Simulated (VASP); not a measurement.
# MgS in VASP: further runs, part 2 of 2

VASP 6.6.1.

### Step 3. Single point, LDA (equal xy, yz and zx shear strains of +2 %)

INCAR reads:

```
  ALGO = Normal
  EDIFF = 1E-6
  ENCUT = 520
  ISIF = 2
  ISMEAR = -1
  LASPH = True
  LCHARG = False
  LREAL = False
  LWAVE = False
  NBANDS = 11
  NELM = 60
  PREC = Accurate
  SIGMA = 0.01
```

KPOINTS reads:

```
k-points
0
Gamma
  8 8 8
```

POSCAR reads:

```
MgS
1.0
    0.0520330000      2.6276665000      2.6276665000
    2.6276665000      0.0520330000      2.6276665000
    2.6276665000      2.6276665000      0.0520330000
Mg S
1 1
Direct
    0.0000000000      0.0000000000      0.0000000000
    0.5000000000      0.5000000000      0.5000000000
```

Potentials or basis: VASP PAW LDA potentials, release 64 (Mg, S).

On the command line:

```
cat potpaw_LDA.64/Mg/POTCAR potpaw_LDA.64/S/POTCAR > POTCAR
mpirun -np 1 vasp_std > vasp.out
```

Wall time 22 s (1 thread of Intel Xeon 6975P-C (Granite Rapids), shared host); peak memory 0.15 GiB.

The run converged. Its results:

```
Free energy            : -9.5643 eV
Pressure               : -3.8 GPa
Band gap on the k mesh : 2.45 eV, indirect (least direct gap 3.38 eV)
```

Stress tensor (GPa, compression positive):
```
-3.83 -1.12 -1.12
-1.12 -3.83 -1.12
-1.12 -1.12 -3.83
```

Levels at points of the mesh, in eV from the valence-band top:
```csv
k point,band 1,band 2,band 3,band 4,band 5,band 6,band 7,band 8
"(0.00, 0.00, 0.00)",-12.74,-0.28,0.00,0.00,3.38,7.44,7.91,7.91
"(0.50, 0.00, 0.00)",-11.37,-4.97,-0.81,-0.65,4.20,6.46,6.70,9.72
"(0.50, 0.50, 0.00)",-11.02,-4.35,-1.93,-1.68,2.45,4.17,11.62,12.64
"(0.50, 0.50, 0.50)",-11.48,-5.10,-0.55,-0.55,4.49,6.88,6.88,9.79
```

Caveat: the cell differs from its parent crystal (equal xy, yz and zx shear strains of +2 %).

### Step 4. Single point, LDA (volume scaled by 0.99)

INCAR reads:

```
SYSTEM = MgS
ALGO = Normal
EDIFF = 1E-7
ENCUT = 520
GGA = CA
ISIF = 2
ISMEAR = -1
LASPH = .TRUE.
LCHARG = .TRUE.
LELF = .TRUE.
LREAL = .FALSE.
LVHAR = .TRUE.
LWAVE = .FALSE.
NBANDS = 11
NELM = 80
PREC = Accurate
SIGMA = 0.01
```

KPOINTS reads:

```
k-points
0
G
  8 8 8
  0 0 0
```

POSCAR reads:

```
MgS
1.0
    0.0000000000      2.5929487644      2.5929487644
    2.5929487644      0.0000000000      2.5929487644
    2.5929487644      2.5929487644      0.0000000000
Mg S
1 1
Direct
    0.0000000000      0.0000000000      0.0000000000
    0.5000000000      0.5000000000      0.5000000000
```

On the command line:

```
cat potpaw_LDA.64/Mg/POTCAR potpaw_LDA.64/S/POTCAR > POTCAR
mpirun -np 1 vasp_std > vasp.out
```

Wall time 19 s (1 thread of Intel Xeon 8259CL, shared host); peak memory 0.14 GiB.

It converged, with:

```yaml
Free_energy: -9.5789 eV
Pressure: -3.1 GPa
Band_gap_on_the_k_mesh: 2.58 eV, indirect (least direct gap 3.57 eV)
```

Levels at points of the mesh, in eV from the valence-band top:
```csv
k point,band 1,band 2,band 3,band 4,band 5,band 6,band 7,band 8,band 9
"(0.00, 0.00, 0.00)",-12.70,0.00,0.00,0.00,3.57,7.83,7.83,7.83,10.28
"(0.50, 0.00, 0.00)",-11.34,-4.96,-0.61,-0.61,4.39,6.75,6.75,9.95,12.00
"(0.50, 0.50, 0.00)",-10.95,-4.31,-1.73,-1.73,2.58,4.22,11.89,12.78,13.19
```

### Step 5. Single point, LDA (volume scaled by 1.02)

INCAR reads:

```
SYSTEM = MgS
PREC = Accurate
ENCUT = 520
EDIFF = 1E-6
ISMEAR = -1
SIGMA = 0.01
LREAL = .False.
LASPH = .True.
NELM = 60
ALGO = Normal
ISIF = 2
LWAVE = .False.
LCHARG = .True.
GGA = CA
LELF = .True.
LVHAR = .True.
NBANDS = 11
```

KPOINTS reads:

```
regular mesh
0
Gamma
  8 8 8
  0 0 0
```

POSCAR reads:

```
MgS
1.0
    0.0000000000      2.6188799723      2.6188799723
    2.6188799723      0.0000000000      2.6188799723
    2.6188799723      2.6188799723      0.0000000000
Mg S
1 1
Direct
    0.0000000000      0.0000000000      0.0000000000
    0.5000000000      0.5000000000      0.5000000000
```

Potentials or basis: VASP PAW LDA potentials, release 64 (Mg, S).

On the command line:

```
cat potpaw_LDA.64/Mg/POTCAR potpaw_LDA.64/S/POTCAR > POTCAR
mpirun -np 1 vasp_std > vasp.out
```

OUTCAR:

```text
SYSTEM = MgS
   PREC = Accurate
   ENCUT = 520
   EDIFF = 1E-6
   ISMEAR = -1
   LREAL = .False.
   LASPH = .True.
   NELM = 60
   ISIF = 2
   GGA = CA

 ion  position               nearest neighbor table
   1  0.000  0.000  0.000-   2 2.62   2 2.62   2 2.62   2 2.62   2 2.62   2 2.62
   2  0.500  0.500  0.500-   1 2.62   1 2.62   1 2.62   1 2.62   1 2.62   1 2.62

  LATTYP: Found a face centered cubic cell.
 ALAT       =     5.2377599446

  Lattice vectors:

 A1 = (   0.0000000000,   2.6188799723,   2.6188799723)
 A2 = (   2.6188799723,   0.0000000000,   2.6188799723)
 A3 = (   2.6188799723,   2.6188799723,   0.0000000000)

Analysis of symmetry for initial positions (statically):
=====================================================================
 Subroutine PRICEL returns:
 Original cell was already a primitive cell.

 Routine SETGRP: Setting up the symmetry group for a
 face centered cubic supercell.

 Subroutine GETGRP returns: Found 48 space group operations
 (whereof 48 operations were pure point group operations)
 out of a pool of 48 trial point group operations.

The static configuration has the point symmetry O_h .
[... 163 lines left out ...]
 cond. band min:       5.9202080480   @ k =   0.5000   0.5000   0.0000
 fundamental gap:      2.5156901522
 Fermi energy:         3.6487082652

 k-point     1 :       0.0000    0.0000    0.0000
  band No.  band energies     occupation
      1      -9.1242      2.00000
      2       3.4045      2.00000
      3       3.4045      2.00000
      4       3.4045      2.00000
      5       6.7434      0.00000
      6      11.2536      0.00000
      7      11.2536      0.00000
      8      11.2536      0.00000
      9      13.6480      0.00000
     10      13.6480      0.00000
     11      15.7105      0.00000
[... 309 lines left out ...]
 k-point    24 :      -0.3750    0.2500    0.1250
  band No.  band energies     occupation
      1      -7.6489      2.00000
      2      -0.8754      2.00000
      3       1.2908      2.00000
      4       2.2701      2.00000
      5       8.7436      0.00000
      6       9.3127      0.00000
      7      11.6007      0.00000
      8      12.5883      0.00000
      9      15.4186      0.00000
     10      16.2808      0.00000
     11      18.6416      0.00000

 [... further k-points ...]
[... 5 lines left out ...]
  --------------------------------------------------------------------------------------
  -------------------------------------------------------------------------------------
  Total       -1.1560255     -1.1560255     -1.1560255      0.0000000      0.0000000      0.0000000
  in kB      -51.5586136    -51.5586136    -51.5586136      0.0000000      0.0000000      0.0000000
  external PRESSURE =     -51.5586136 kB  Pullay stress =       0.0000000 kB

 VOLUME and BASIS-vectors are now :
 -----------------------------------------------------------------------------
  energy-cutoff  :      520.00
  volume of cell :       35.92
      direct lattice vectors                 reciprocal lattice vectors
     0.000000000  2.618879972  2.618879972    -0.190921312  0.190921312  0.190921312
     2.618879972  0.000000000  2.618879972     0.190921312 -0.190921312  0.190921312
     2.618879972  2.618879972  0.000000000     0.190921312  0.190921312 -0.190921312

 POSITION                                       TOTAL-FORCE (eV/Angst)
 -----------------------------------------------------------------------------------
      0.00000      0.00000      0.00000        -0.000000      0.000000      0.000000
      2.61888      2.61888      2.61888         0.000000     -0.000000     -0.000000
 -----------------------------------------------------------------------------------
    total drift:                                0.000000      0.000000      0.000000

  FREE ENERGIE OF THE ION-ELECTRON SYSTEM (eV)
  ---------------------------------------------------
  free  energy   TOTEN  =        -9.5516833412 eV

  energy  without entropy=       -9.5516833412  energy(sigma->0) =       -9.55168334
```

It took 20 s on 1 thread of Intel Xeon 8259CL, shared host; peak memory 0.14 GiB.

Results:

```
Free energy            : -9.5517 eV
Pressure               : -5.2 GPa
Band gap on the k mesh : 2.52 eV, indirect (least direct gap 3.34 eV)
```

 A k mesh can miss the band edges.

### Step 6. The runs side by side

```tsv
cell	gap on the mesh (eV)	pressure (GPa)
a = 3.661 Å, angles 60.7°, 2 atoms	2.46	-3.8
a = 3.716 Å, angles 58.7°, 2 atoms	2.45	-3.8
a = 3.667 Å, angles 60.0°, 2 atoms	2.58	-3.1
a = 3.704 Å, angles 60.0°, 2 atoms	2.52	-5.2
```

Alike in all rows: task single point; level LDA; potentials or basis VASP PAW LDA potentials, release 64 (Mg, S); no spin polarisation; k mesh 8 × 8 × 8; cutoff (eV) 520; smearing fermi-dirac 0.01 eV.

Absolute energies hang on the potentials; compare differences alone.
